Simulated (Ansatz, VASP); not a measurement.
## One calculation of SiNi, two programs

```
CELL_PARAMETERS angstrom
5.15126 0.00000 0.00000
0.00000 3.37776 0.00000
0.00000 0.00000 5.61873
ATOMIC_POSITIONS crystal
Si 0.32135 0.75000 0.08417
Si 0.17865 0.25000 0.58417
Si 0.82135 0.75000 0.41583
Si 0.67865 0.25000 0.91583
Ni 0.00831 0.25000 0.18845
Ni 0.49169 0.75000 0.68845
Ni 0.50831 0.25000 0.31155
Ni 0.99169 0.75000 0.81155
```

Alike in both runs: functional PBE; k mesh 8 × 10 × 6; occupations gaussian, width 0.05 eV; no spin polarisation.

Ansatz relaxed the structure, and its values are those at the end. VASP's run is a single point on that final structure, the one shown.

|  | VASP | Ansatz |
| --- | --- | --- |
| version | VASP 6.6.1 | Ansatz 0.2.0 |
| potentials or method | VASP PAW PBE potentials, release 64 (Si, Ni), cutoff 520 eV | scalar-relativistic, plane waves, PAW |
| valence electrons in the cell | 56 | 88 |

|  | VASP | Ansatz | Ansatz less VASP |
| --- | --- | --- | --- |
| gap on the k mesh at the Fermi level (eV) | none | none | - |
| pressure (GPa) | 0.0 | 0.0 | 0.00 |
| rms of the force components (eV/Å) | 0.005 | 0.001 | -0.0039 |

A gap of «none» marks a metal or a gap that the smearing closes. VASP's potentials hold 56 valence electrons a cell and Ansatz's 88, so a difference there can come from the potentials and not from the codes.
